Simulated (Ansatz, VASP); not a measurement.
Ce in VASP and in Ansatz

Contents of INCAR:

```
SYSTEM = Ce
PREC = Accurate ; ENCUT = 500
EDIFF = 1E-6 ; ISMEAR = -1
SIGMA = 0.1 ; LREAL = .FALSE.
LASPH = .TRUE. ; NELM = 200
ALGO = Normal ; ISIF = 2
LWAVE = .FALSE. ; LCHARG = .FALSE.
NBANDS = 12 ; GGA_COMPAT = .FALSE.
LMAXMIX = 6
```

KPOINTS

```
regular mesh
0
G
  4 4 4
  0 0 0
```

The input POSCAR:

```
Ce
1.0
    0.0000000000      2.2649297842      2.2649297842
    2.2649297842      0.0000000000      2.2649297842
    2.2649297842      2.2649297842      0.0000000000
Ce
1
Direct
    0.0000000000      0.0000000000      0.0000000000
```

Input for Ansatz:

```yaml
crystal:
  lattice:
    - [0.0, 2.2649297842, 2.2649297842]
    - [2.2649297842, 0.0, 2.2649297842]
    - [2.2649297842, 2.2649297842, 0.0]
  atoms:
    - { symbol: Ce, position: [0.0, 0.0, 0.0] }
hamiltonian:
  xc: lda
  pseudopotentials:
    kind: paw
    azcp:
      Ce: "pseudopotentials/Ce.paw.azcp"
basis:
  ecutwfc: 420
  fft_grid_basis: typed
kpoints:
  mp_grid: { grid: [4, 4, 4], shift: [0, 0, 0] }
magnetization:
  spin_polarized: false
scf:
  occupations: { method: fermi_dirac, width: 0.1 }
  lower_state_search: "off"
output:
  stress: true
  write_density: true
  write_potential: true
  elf: true
  volumetric_format: npy
```

Alike in both runs: task single point; functional LDA; k mesh 4 × 4 × 4; occupations fermi-dirac, width 0.1 eV; no spin polarisation.

|  | VASP | Ansatz |
| --- | --- | --- |
| version | VASP 6.6.1 | Ansatz 0.2.0 |
| potentials or method | VASP PAW LDA potentials, release 64 (Ce), cutoff 500 eV | plane waves (420 eV) with PAW, scalar-relativistic |
| valence electrons in the cell | 12 | 12 |

Ansatz gave:

* pressure (GPa): -1.3

Q: What did VASP give for the same quantities?

A: Pressure (GPa): -1.9.

Ansatz warns that its potentials were made for another functional, while VASP's fit it. LDA's correlation is that of Perdew and Zunger in VASP and of Perdew and Wang (1992) in Ansatz.

The k mesh is coarse, so the values compare programs but aren't converged. Spin-orbit coupling is off throughout.
